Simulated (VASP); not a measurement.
# CsPbCl3 (Pm-3m) in VASP: a series of runs

Aim: see how the results for CsPbCl3 move with the level of theory and the settings. Levels: LDA, RPBE, revPBE, BLYP. Tasks: single point.

Everything below comes from runs of VASP 6.6.1. Logs are shortened: lines on timing, memory, paths and dates and some standing lists are left out, and cuts for length are marked.

## (1) The cell of the first run

The structure is cubic, space group Pm-3m (No. 221). Conventional cell: a = 5.514 Å, b = 5.514 Å, c = 5.514 Å, α = 90.00°, β = 90.00°, γ = 90.00°. Pb (site symmetry m-3m) has 6 Cl at 2.76 Å within 3.6 Å. Cs (site symmetry m-3m) has 12 Cl at 3.90 Å and 8 Pb at 4.78 Å within 5.1 Å. Within 3.6 Å of Cl (site symmetry 4/mmm) lie 2 Pb at 2.76 Å.

## (2) Single point, LDA

INCAR reads:

```
PREC = Accurate
ENCUT = 520
EDIFF = 1E-6
ISMEAR = -1
SIGMA = 0.05
LREAL = F
LASPH = T
NELM = 60
ALGO = Normal
ISIF = 2
LWAVE = F
LCHARG = F
GGA = CA
NBANDS = 30
```

KPOINTS reads:

```
regular mesh
0
Gamma
  5 5 5
```

POSCAR reads:

```
CsPbCl3
1.0
    5.5143232547      0.0000000000      0.0000000000
    0.0000000000      5.5143232547      0.0000000000
    0.0000000000      0.0000000000      5.5143232547
Pb Cs Cl
1 1 3
Direct
    0.5000000000      0.5000000000      0.5000000000
    0.0000000000      0.0000000000      0.0000000000
    0.5000000000      0.0000000000      0.5000000000
    0.0000000000      0.5000000000      0.5000000000
    0.5000000000      0.5000000000      0.0000000000
```

Potentials or basis: VASP PAW LDA potentials, release 64 (Pb_d, Cs_sv, Cl).

Started as:

```console
$ cat potpaw_LDA.64/Pb_d/POTCAR potpaw_LDA.64/Cs_sv/POTCAR potpaw_LDA.64/Cl/POTCAR > POTCAR
$ mpirun -np 1 vasp_std > vasp.out
```

OUTCAR:

```text
PREC = Accurate
   ENCUT = 520
   EDIFF = 1E-6
   ISMEAR = -1
   LREAL = F
   LASPH = T
   NELM = 60
   ISIF = 2
   GGA = CA

 ion  position               nearest neighbor table
   1  0.500  0.500  0.500-   3 2.76   4 2.76   5 2.76   5 2.76   3 2.76   4 2.76
   2  0.000  0.000  0.000-
   3  0.500  0.000  0.500-   1 2.76   1 2.76
   4  0.000  0.500  0.500-   1 2.76   1 2.76
   5  0.500  0.500  0.000-   1 2.76   1 2.76

  LATTYP: Found a simple cubic cell.
 ALAT       =     5.5143232547

  Lattice vectors:

 A1 = (   5.5143232547,   0.0000000000,   0.0000000000)
 A2 = (   0.0000000000,   5.5143232547,   0.0000000000)
 A3 = (   0.0000000000,   0.0000000000,   5.5143232547)

Analysis of symmetry for initial positions (statically):
=====================================================================
 Subroutine PRICEL returns:
 Original cell was already a primitive cell.

 Routine SETGRP: Setting up the symmetry group for a
 simple cubic supercell.

 Subroutine GETGRP returns: Found 48 space group operations
 (whereof 48 operations were pure point group operations)
 out of a pool of 48 trial point group operations.

The static configuration has the point symmetry O_h .

Analysis of symmetry for dynamics (positions and initial velocities):
=====================================================================
 Subroutine PRICEL returns:
 Original cell was already a primitive cell.

 Routine SETGRP: Setting up the symmetry group for a
 simple cubic supercell.

 Subroutine GETGRP returns: Found 48 space group operations
 (whereof 48 operations were pure point group operations)
 out of a pool of 48 trial point group operations.

The dynamic configuration has the point symmetry O_h .

 Subroutine INISYM returns: Found 48 space group operations
 (whereof 48 operations are pure point group operations),
 and found     1 'primitive' translations

----------------------------------------------------------------------------------------

                                     Primitive cell

  volume of cell :     167.6782

  direct lattice vectors                    reciprocal lattice vectors
     5.514323255  0.000000000  0.000000000     0.181345916  0.000000000  0.000000000
     0.000000000  5.514323255  0.000000000     0.000000000  0.181345916  0.000000000
     0.000000000  0.000000000  5.514323255     0.000000000  0.000000000  0.181345916

  length of vectors
     5.514323255  5.514323255  5.514323255     0.181345916  0.181345916  0.181345916

  position of ions in fractional coordinates (direct lattice)
     0.500000000  0.500000000  0.500000000
     0.000000000  0.000000000  0.000000000
     0.500000000  0.000000000  0.500000000
     0.000000000  0.500000000  0.500000000
     0.500000000  0.500000000  0.000000000

  ion indices of the primitive-cell ions
   primitive index   ion index
                 1           1
                 2           2
                 3           3
                 4           4
                 5           5

----------------------------------------------------------------------------------------

 KPOINTS: regular mesh

Automatic generation of k-mesh.
 Grid dimensions read from file:
 generate k-points for:    5    5    5

 Generating k-lattice:

  Cartesian coordinates                     Fractional coordinates (reciprocal lattice)
     0.036269183  0.000000000  0.000000000     0.200000000  0.000000000  0.000000000
     0.000000000  0.036269183  0.000000000     0.000000000  0.200000000  0.000000000
     0.000000000  0.000000000  0.036269183     0.000000000  0.000000000  0.200000000

  Length of vectors
     0.036269183  0.036269183  0.036269183

  Shift w.r.t. Gamma in fractional coordinates (k-lattice)
     0.000000000  0.000000000  0.000000000

 Subroutine IBZKPT returns following result:
 ===========================================

 Found     10 irreducible k-points:

 Following reciprocal coordinates:
            Coordinates               Weight
  0.000000  0.000000  0.000000      1.000000
  0.200000  0.000000  0.000000      6.000000
  0.400000  0.000000  0.000000      6.000000
  0.200000  0.200000  0.000000     12.000000
  0.400000  0.200000  0.000000     24.000000
  0.400000  0.400000  0.000000     12.000000
  0.200000  0.200000  0.200000      8.000000
  0.400000  0.200000  0.200000     24.000000
  0.400000  0.400000  0.200000     24.000000
  0.400000  0.400000  0.400000      8.000000
   k-points           NKPTS =     10   k-points in BZ     NKDIM =     10   number of bands    NBANDS=     30
   number of dos      NEDOS =    301   number of ions     NIONS =      5
   total plane-waves  NPLWV =  74088
   dimension x,y,z NGX =    42 NGY =   42 NGZ =   42
   dimension x,y,z NGXF=    84 NGYF=   84 NGZF=   84
   ions per type =               1   1   3
   NGX,Y,Z   is equivalent  to a cutoff of  12.66, 12.66, 12.66 a.u.
   NGXF,Y,Z  is equivalent  to a cutoff of  25.32, 25.32, 25.32 a.u.
 SYSTEM =  unknown system
   PREC   = accura    normal or accurate (medium, high low for compatibility)
   ISTART =      0    job   : 0-new  1-cont  2-samecut
   ICHARG =      2    charge: 1-file 2-atom 10-const
   ISPIN  =      1    spin polarized calculation?
   LNONCOLLINEAR =      F non collinear calculations
   LSORBIT =      F    spin-orbit coupling
   LASPH  =      T    aspherical Exc in radial PAW
   ENCUT  =  520.0 eV  38.22 Ry    6.18 a.u.  10.25 10.25 10.25*2*pi/ulx,y,z
   NELM   =     60;   NELMIN=  2; NELMDL= -5     # of ELM steps
   EDIFF  = 0.1E-05   stopping-criterion for ELM
   LREAL  =      F    real-space projection
   EDIFFG = 0.1E-04   stopping-criterion for IOM
   NSW    =      0    number of steps for IOM
   IBRION =     -1    ionic relax: 0-MD 1-quasi-New 2-CG
   NFREE  =      0    steps in history (QN), initial steepest desc. (CG)
   ISIF   =      2    stress and relaxation
   ISYM   =      2    0-nonsym 1-usesym 2-fastsym
   POTIM  = 0.5000    time-step for ionic-motion
   TEBEG  =    0.0;   TEEND  =   0.0 temperature during run
   PSTRESS=    0.0 pullay stress
   NELECT =      44.0000    total number of electrons
   NUPDOWN=      -1.0000    fix difference up-down
   EMIN   =  10.00;   EMAX   =-10.00  energy-range for DOS
   EFERMI =   0.00;   METHOD = LEGACY
   ISMEAR =    -1;   SIGMA  =   0.05  broadening in eV -4-tet -1-fermi 0-gaus
   EFERMI_NEDOS =   21; number of points for ismear=-14 and -15
   IALGO  =     38    algorithm
   IMIX   =      4    mixing-type and parameters
     AMIX     =   0.40;   BMIX     =  1.00
     AMIX_MAG =   1.60;   BMIX_MAG =  1.00
  volume/ion in A,a.u.               =      33.54       226.31
  Fermi-wavevector in a.u.,A,eV,Ry     =   1.048094  1.980610 14.946009  1.098501
  Thomas-Fermi vector in A             =   2.183001
   LORBIT       =      0    0 simple, 1 ext, 2 COOP (PROOUT), +10 PAW based schemes
   GGA     = CA    functional components
   LHFCALC =     F    Hartree Fock is set to
   AEXX    =    0.0000 exact exchange contribution
   IVDW    =     0    specifies the selected vdW correction
   LEPSILON=     F    determine dielectric tensor
   LRPA    =     F    only Hartree local field effects (RPA)
 non-spin polarized calculation
  energy-cutoff  :      520.00
  volume of cell :      167.68
 maximum number of plane-waves:      4553
 NGX is ok and might be reduce to    42
   NGX = 21   NGY = 21   NGZ = 21

 number of electron      43.9999984 magnetization

 Free energy of the ion-electron system (eV)
  ---------------------------------------------------
  ext. energy  EPLUGINS =         0.00000000
  ---------------------------------------------------
  free energy    TOTEN  =       -19.44139825 eV

  energy without entropy =      -19.44139825  energy(sigma->0) =      -19.44139825

 E-fermi :   2.5977     XC(G=0):  -8.4895

 val. band max:        1.5064863005   @ k =   0.4000   0.4000   0.4000
 cond. band min:       4.1793707998   @ k =   0.4000   0.4000   0.4000
 fundamental gap:      2.6728844993
 Fermi energy:         2.5976777007

 k-point     1 :       0.0000    0.0000    0.0000
  band No.  band energies     occupation
      1     -19.3243      2.00000
      2     -14.8390      2.00000
      3     -14.8390      2.00000
      4     -14.5061      2.00000
      5     -14.5061      2.00000
      6     -14.5061      2.00000
[... 22 lines left out ...]
     29       8.3196      0.00000
     30       8.3196      0.00000

 k-point     2 :       0.2000    0.0000    0.0000
  band No.  band energies     occupation
      1     -19.3232      2.00000
      2     -14.8389      2.00000
      3     -14.7947      2.00000
      4     -14.5069      2.00000
      5     -14.5069      2.00000
      6     -14.5061      2.00000
[... 22 lines left out ...]
     29       7.2528      0.00000
     30       8.2896      0.00000

 k-point     3 :       0.4000    0.0000    0.0000
  band No.  band energies     occupation
      1     -19.3213      2.00000
      2     -14.8386      2.00000
      3     -14.7205      2.00000
      4     -14.5080      2.00000
      5     -14.5080      2.00000
      6     -14.5061      2.00000
[... 22 lines left out ...]
     29       7.3449      0.00000
     30       8.6969      0.00000

 k-point     4 :       0.2000    0.2000    0.0000
  band No.  band energies     occupation
      1     -19.3221      2.00000
      2     -14.8176      2.00000
      3     -14.7694      2.00000
      4     -14.5076      2.00000
      5     -14.5068      2.00000
      6     -14.5068      2.00000
[... 22 lines left out ...]
     29       7.2467      0.00000
     30       8.0027      0.00000

 k-point     5 :       0.4000    0.2000    0.0000
  band No.  band energies     occupation
      1     -19.3204      2.00000
      2     -14.8104      2.00000
      3     -14.6976      2.00000
      4     -14.5087      2.00000
      5     -14.5080      2.00000
      6     -14.5068      2.00000
[... 22 lines left out ...]
     29       7.5785      0.00000
     30       8.1842      0.00000

 k-point     6 :       0.4000    0.4000    0.0000
  band No.  band energies     occupation
      1     -19.3189      2.00000
      2     -14.7854      2.00000
      3     -14.6341      2.00000
      4     -14.5099      2.00000
      5     -14.5079      2.00000
      6     -14.5079      2.00000
[... 22 lines left out ...]
     29       7.9572      0.00000
     30       7.9748      0.00000

 k-point     7 :       0.2000    0.2000    0.2000
  band No.  band energies     occupation
      1     -19.3211      2.00000
      2     -14.7693      2.00000
      3     -14.7693      2.00000
      4     -14.5076      2.00000
      5     -14.5076      2.00000
      6     -14.5075      2.00000
[... 22 lines left out ...]
     29       7.7772      0.00000
     30       7.7772      0.00000

 k-point     8 :       0.4000    0.2000    0.2000
  band No.  band energies     occupation
      1     -19.3195      2.00000
      2     -14.7691      2.00000
      3     -14.6867      2.00000
      4     -14.5088      2.00000
      5     -14.5087      2.00000
      6     -14.5075      2.00000
[... 22 lines left out ...]
     29       7.9155      0.00000
     30       8.2757      0.00000

 k-point     9 :       0.4000    0.4000    0.2000
  band No.  band energies     occupation
      1     -19.3181      2.00000
      2     -14.7307      2.00000
      3     -14.6341      2.00000
      4     -14.5099      2.00000
      5     -14.5087      2.00000
      6     -14.5087      2.00000
[... 22 lines left out ...]
     29       7.8480      0.00000
     30       7.9774      0.00000

 k-point    10 :       0.4000    0.4000    0.4000
  band No.  band energies     occupation
      1     -19.3168      2.00000
      2     -14.6340      2.00000
      3     -14.6340      2.00000
      4     -14.5100      2.00000
      5     -14.5100      2.00000
      6     -14.5099      2.00000
[... 22 lines left out ...]
     29       7.4733      0.00000
     30       8.4176      0.00000

------------------------ aborting loop because EDIFF is reached ----------------------------------------

  FORCE on cell =-STRESS in cart. coord.  units (eV):
  Direction    XX          YY          ZZ          XY          YZ          ZX
  --------------------------------------------------------------------------------------
  -------------------------------------------------------------------------------------
  Total        0.0591724      0.0591724      0.0591724      0.0000000      0.0000000      0.0000000
  in kB        0.5653968      0.5653968      0.5653968      0.0000000      0.0000000      0.0000000
  external PRESSURE =       0.5653968 kB  Pullay stress =       0.0000000 kB

 VOLUME and BASIS-vectors are now :
 -----------------------------------------------------------------------------
  energy-cutoff  :      520.00
  volume of cell :      167.68
      direct lattice vectors                 reciprocal lattice vectors
     5.514323255  0.000000000  0.000000000     0.181345916  0.000000000  0.000000000
     0.000000000  5.514323255  0.000000000     0.000000000  0.181345916  0.000000000
     0.000000000  0.000000000  5.514323255     0.000000000  0.000000000  0.181345916

 POSITION                                       TOTAL-FORCE (eV/Angst)
 -----------------------------------------------------------------------------------
      2.75716      2.75716      2.75716         0.000000      0.000000      0.000000
      0.00000      0.00000      0.00000         0.000000      0.000000      0.000000
      2.75716      0.00000      2.75716         0.000000      0.000000      0.000000
      0.00000      2.75716      2.75716         0.000000      0.000000      0.000000
      2.75716      2.75716      0.00000         0.000000      0.000000      0.000000
 -----------------------------------------------------------------------------------
    total drift:                                0.000000     -0.000000     -0.000000

  FREE ENERGIE OF THE ION-ELECTRON SYSTEM (eV)
  ---------------------------------------------------
  free  energy   TOTEN  =       -19.4413982479 eV

  energy  without entropy=      -19.4413982478  energy(sigma->0) =      -19.44139825
```

Wall time 23 s (1 thread of Intel Xeon Platinum 8559C (Emerald Rapids), shared host); peak memory 0.23 GiB.

Results:

| Property | Result |
| --- | --- |
| Free energy | -19.4414 eV |
| Pressure | 0.1 GPa |
| Band gap on the k mesh | 2.67 eV |

Levels at points of the mesh, in eV from the valence-band top:
```csv
k point,band 18,band 19,band 20,band 21,band 22,band 23,band 24,band 25,band 26,band 27
"(0.00, 0.00, 0.00)",-2.32,-2.32,-2.18,-2.18,-2.18,3.42,4.35,4.35,5.35,5.35
```

Caveat: spin-orbit coupling is left out, which moves the levels of the heavy elements; an odd mesh through Γ misses points on the zone boundary, where band edges can lie. A hybrid or GW would open this gap; LDA tends to underestimate it.

[end of part 1 of 3]
